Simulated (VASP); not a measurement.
# ZnW (Cmcm) in VASP: further runs, part 3 of 3

VASP 6.6.1. The steps go on from the part before.

## Step 4: Single point, PBE

The input, INCAR:

```
  ALGO = Fast
  EDIFF = 1E-7
  ENCUT = 520
  GGA = PE
  ISIF = 2
  ISMEAR = 0
  LASPH = T
  LCHARG = F
  LREAL = F
  LWAVE = F
  NBANDS = 34
  NELM = 100
  PREC = Accurate
  SIGMA = 0.1
```

The input, KPOINTS:

```
k-points
0
Gamma
  12 12 14
```

The input, POSCAR:

```
ZnW
1.0
    2.1626336060     -4.6337130736      0.0000000000
    2.1626336060      4.6337130736      0.0000000000
    0.0000000000      0.0000000000      3.2230395108
Zn W
2 2
Direct
    0.8951082796      0.1048917204      0.2500000000
    0.1048917204      0.8951082796      0.7500000000
    0.6061309895      0.3938690105      0.2500000000
    0.3938690105      0.6061309895      0.7500000000
```

Potentials or basis: VASP PAW PBE potentials, release 64 (Zn, W_sv).

On the command line:

```
> cat potpaw_PBE.64/Zn/POTCAR potpaw_PBE.64/W_sv/POTCAR > POTCAR
> mpirun -np 1 vasp_std > vasp.out
```

OUTCAR:

```text
EDIFF = 1E-7
   ENCUT = 520
   GGA = PE
   ISIF = 2
   ISMEAR = 0
   LASPH = T
   LREAL = F
   NELM = 100
   PREC = Accurate

 ion  position               nearest neighbor table
   1  0.895  0.105  0.250-   2 2.53   2 2.53   3 2.68   4 2.70   4 2.70   4 2.70   4 2.70   3 2.92
                             3 2.92
   2  0.105  0.895  0.750-   1 2.53   1 2.53   4 2.68   3 2.70   3 2.70   3 2.70   3 2.70   4 2.92
                             4 2.92
   3  0.606  0.394  0.250-   4 2.54   4 2.54   1 2.68   2 2.70   2 2.70   2 2.70   2 2.70   1 2.92
                             1 2.92
   4  0.394  0.606  0.750-   3 2.54   3 2.54   2 2.68   1 2.70   1 2.70   1 2.70   1 2.70   2 2.92
                             2 2.92

  LATTYP: Found a base centered orthorhombic cell.
 ALAT       =     4.3252672120
 B/A-ratio  =     2.1426251126
 C/A-ratio  =     0.7451654089

  Lattice vectors:

 A1 = (   2.1626336060,  -4.6337130736,   0.0000000000)
 A2 = (   2.1626336060,   4.6337130736,   0.0000000000)
 A3 = (   0.0000000000,   0.0000000000,   3.2230395108)

Analysis of symmetry for initial positions (statically):
=====================================================================
 Subroutine PRICEL returns:
 Original cell was already a primitive cell.

 Routine SETGRP: Setting up the symmetry group for a
 base centered orthorhombic supercell.

 Subroutine GETGRP returns: Found  8 space group operations
 (whereof  4 operations were pure point group operations)
 out of a pool of  8 trial point group operations.

The static configuration has the point symmetry C_2h.
 The point group associated with its full space group is D_2h.

Analysis of symmetry for dynamics (positions and initial velocities):
=====================================================================
 Subroutine PRICEL returns:
 Original cell was already a primitive cell.

 Routine SETGRP: Setting up the symmetry group for a
 base centered orthorhombic supercell.

 Subroutine GETGRP returns: Found  8 space group operations
 (whereof  4 operations were pure point group operations)
 out of a pool of  8 trial point group operations.

The dynamic configuration has the point symmetry C_2h.
 The point group associated with its full space group is D_2h.

 Subroutine INISYM returns: Found  8 space group operations
 (whereof  4 operations are pure point group operations),
 and found     1 'primitive' translations

----------------------------------------------------------------------------------------

                                     Primitive cell

  volume of cell :      64.5963

  direct lattice vectors                    reciprocal lattice vectors
     2.162633606 -4.633713074  0.000000000     0.231199589 -0.107904825  0.000000000
     2.162633606  4.633713074  0.000000000     0.231199589  0.107904825  0.000000000
     0.000000000  0.000000000  3.223039511     0.000000000  0.000000000  0.310266131

  length of vectors
     5.113538986  5.113538986  3.223039511     0.255140552  0.255140552  0.310266131

  position of ions in fractional coordinates (direct lattice)
     0.895108280  0.104891720  0.250000000
     0.104891720  0.895108280  0.750000000
     0.606130990  0.393869010  0.250000000
     0.393869010  0.606130990  0.750000000
[... 31 lines left out ...]

 Found    344 irreducible k-points:

 Following reciprocal coordinates:
            Coordinates               Weight
  0.000000  0.000000  0.000000      1.000000
  0.083333  0.000000  0.000000      4.000000
  0.166667  0.000000  0.000000      4.000000
  0.250000  0.000000  0.000000      4.000000
  0.333333  0.000000  0.000000      4.000000
  0.416667  0.000000  0.000000      4.000000
[... 16 lines left out ...]
  0.500000  0.166667  0.000000      4.000000
 -0.416667  0.166667  0.000000      4.000000
 [... further k-points ...]
   k-points           NKPTS =    344   k-points in BZ     NKDIM =    344   number of bands    NBANDS=     34
   number of dos      NEDOS =    301   number of ions     NIONS =      4
   total plane-waves  NPLWV =  38400
   dimension x,y,z NGX =    40 NGY =   40 NGZ =   24
   dimension x,y,z NGXF=    80 NGYF=   80 NGZF=   48
   ions per type =               2   2
   NGX,Y,Z   is equivalent  to a cutoff of  13.00, 13.00, 12.38 a.u.
   NGXF,Y,Z  is equivalent  to a cutoff of  26.01, 26.01, 24.76 a.u.
 SYSTEM =  unknown system
   PREC   = accura    normal or accurate (medium, high low for compatibility)
   ISTART =      0    job   : 0-new  1-cont  2-samecut
   ICHARG =      2    charge: 1-file 2-atom 10-const
   ISPIN  =      1    spin polarized calculation?
   LNONCOLLINEAR =      F non collinear calculations
   LSORBIT =      F    spin-orbit coupling
   LASPH  =      T    aspherical Exc in radial PAW
   ENCUT  =  520.0 eV  38.22 Ry    6.18 a.u.   9.51  9.51  5.99*2*pi/ulx,y,z
   NELM   =    100;   NELMIN=  2; NELMDL= -5     # of ELM steps
   EDIFF  = 0.1E-06   stopping-criterion for ELM
   LREAL  =      F    real-space projection
   EDIFFG = 0.1E-05   stopping-criterion for IOM
   NSW    =      0    number of steps for IOM
   IBRION =     -1    ionic relax: 0-MD 1-quasi-New 2-CG
   NFREE  =      0    steps in history (QN), initial steepest desc. (CG)
   ISIF   =      2    stress and relaxation
   ISYM   =      2    0-nonsym 1-usesym 2-fastsym
   POTIM  = 0.5000    time-step for ionic-motion
   TEBEG  =    0.0;   TEEND  =   0.0 temperature during run
   PSTRESS=    0.0 pullay stress
   NELECT =      52.0000    total number of electrons
   NUPDOWN=      -1.0000    fix difference up-down
   EMIN   =  10.00;   EMAX   =-10.00  energy-range for DOS
   EFERMI =   0.00;   METHOD = LEGACY
   ISMEAR =     0;   SIGMA  =   0.10  broadening in eV -4-tet -1-fermi 0-gaus
   EFERMI_NEDOS =   21; number of points for ismear=-14 and -15
   IALGO  =     68    algorithm
   IMIX   =      4    mixing-type and parameters
     AMIX     =   0.40;   BMIX     =  1.00
     AMIX_MAG =   1.60;   BMIX_MAG =  1.00
  volume/ion in A,a.u.               =      16.15       108.98
  Fermi-wavevector in a.u.,A,eV,Ry     =   1.522907  2.877877 31.555253  2.319246
  Thomas-Fermi vector in A             =   2.631422
   LORBIT       =      0    0 simple, 1 ext, 2 COOP (PROOUT), +10 PAW based schemes
   GGA     = PE    functional components
   LHFCALC =     F    Hartree Fock is set to
   AEXX    =    0.0000 exact exchange contribution
   IVDW    =     0    specifies the selected vdW correction
   LEPSILON=     F    determine dielectric tensor
   LRPA    =     F    only Hartree local field effects (RPA)
 non-spin polarized calculation
 RMM-DIIS sequential band-by-band and
 Gauss-broadening in eV      SIGMA  =   0.10
  energy-cutoff  :      520.00
  volume of cell :       64.60
 maximum number of plane-waves:      1760
 NGX is ok and might be reduce to    40
   NGX = 19   NGY = 19   NGZ = 11

 number of electron      52.0000016 magnetization

 Free energy of the ion-electron system (eV)
  ---------------------------------------------------
  ext. energy  EPLUGINS =         0.00000000
  ---------------------------------------------------
  free energy    TOTEN  =       -25.86615211 eV

  energy without entropy =      -25.85935040  energy(sigma->0) =      -25.86275125

 E-fermi :   6.4717     XC(G=0): -12.3808

 val. band max:        6.4695873710   @ k =   0.1667   0.1667   0.0000
 cond. band min:       6.4731460291   @ k =  -0.4167   0.3333   0.2143
 fundamental gap:      0.0035586582
 Fermi energy:         6.4717242602

 k-point     1 :       0.0000    0.0000    0.0000
  band No.  band energies     occupation
      1     -67.4765      2.00000
      2     -67.3348      2.00000
      3     -32.0481      2.00000
      4     -31.7959      2.00000
      5     -31.7730      2.00000
      6     -31.6114      2.00000
[... 877 lines left out ...]
     33      14.1475      0.00000
     34      14.5704      0.00000

 [... further k-points ...]

------------------------ aborting loop because EDIFF is reached ----------------------------------------

  FORCE on cell =-STRESS in cart. coord.  units (eV):
  Direction    XX          YY          ZZ          XY          YZ          ZX
  --------------------------------------------------------------------------------------
  -------------------------------------------------------------------------------------
  Total        0.2229556      0.2368523      0.2195005      0.0000000     -0.0000000      0.0000000
  in kB        5.5299504      5.8746295      5.4442552      0.0000000     -0.0000000      0.0000000
  external PRESSURE =       5.6162784 kB  Pullay stress =       0.0000000 kB

 VOLUME and BASIS-vectors are now :
 -----------------------------------------------------------------------------
  energy-cutoff  :      520.00
  volume of cell :       64.60
      direct lattice vectors                 reciprocal lattice vectors
     2.162633606 -4.633713074  0.000000000     0.231199589 -0.107904825  0.000000000
     2.162633606  4.633713074  0.000000000     0.231199589  0.107904825  0.000000000
     0.000000000  0.000000000  3.223039511     0.000000000  0.000000000  0.310266131

 POSITION                                       TOTAL-FORCE (eV/Angst)
 -----------------------------------------------------------------------------------
      2.16263     -3.66164      0.80576         0.000000      0.012036      0.000000
      2.16263      3.66164      2.41728         0.000000     -0.012036      0.000000
      2.16263     -0.98356      0.80576         0.000000     -0.033671     -0.000000
      2.16263      0.98356      2.41728         0.000000      0.033671     -0.000000
 -----------------------------------------------------------------------------------
    total drift:                               -0.000000      0.000000      0.000000

  FREE ENERGIE OF THE ION-ELECTRON SYSTEM (eV)
  ---------------------------------------------------
  free  energy   TOTEN  =       -25.8661521079 eV

  energy  without entropy=      -25.8593503960  energy(sigma->0) =      -25.86275125
```

It took 20 min on 1 thread of Oxide Virtual Turin-like, shared host; peak memory 0.65 GiB.

What came out:

```yaml
Free_energy: -25.8662 eV
Pressure: 0.6 GPa
Largest_force: 0.034 eV/Å
Band_gap_on_the_k_mesh: zero (bands 26 and 27 overlap by 0.91 eV)
```

Forces on the atoms (eV/Å):
```
Zn   0.000  0.012  0.000
Zn   0.000 -0.012  0.000
W    0.000 -0.034  0.000
W    0.000  0.034  0.000
```

Caveat: spin-orbit coupling is left out, which moves the levels of the heavy elements.

## Step 5: The runs side by side

| cell | k mesh | gap on the mesh (eV) | pressure (GPa) | largest force (eV/Å) |
| --- | --- | --- | --- | --- |
| a = 5.121, b = 5.121, c = 3.213 Å, angles 90.0, 90.0, 129.8°, 4 atoms, atomic positions A | 6 × 6 × 6 | none | 0.5 | 0.03 |
| a = 5.022, b = 5.022, c = 3.535 Å, angles 90.0, 90.0, 138.5°, 4 atoms, atomic positions B | 6 × 6 × 6 | none | 80.2 | 16.21 |
| a = 5.114, b = 5.114, c = 3.223 Å, angles 90.0, 90.0, 130.0°, 4 atoms, atomic positions A | 12 × 12 × 14 | none | 0.6 | 0.03 |

Alike in all rows: task single point; level PBE; potentials or basis VASP PAW PBE potentials, release 64 (Zn, W_sv); no spin polarisation; cutoff (eV) 520; smearing gaussian 0.1 eV.

Caveats: spin-orbit coupling is left out, which moves the levels of the heavy elements; atoms lie so close that the PAW spheres overlap strongly, which falsifies energies and pressures (at least some runs); the cell stands under pressure (at least some runs); forces of over 1 eV/Å act on the atoms, so gaps and moduli don't describe the material at rest (at least some runs).

Absolute energies hang on the potentials; compare differences alone.
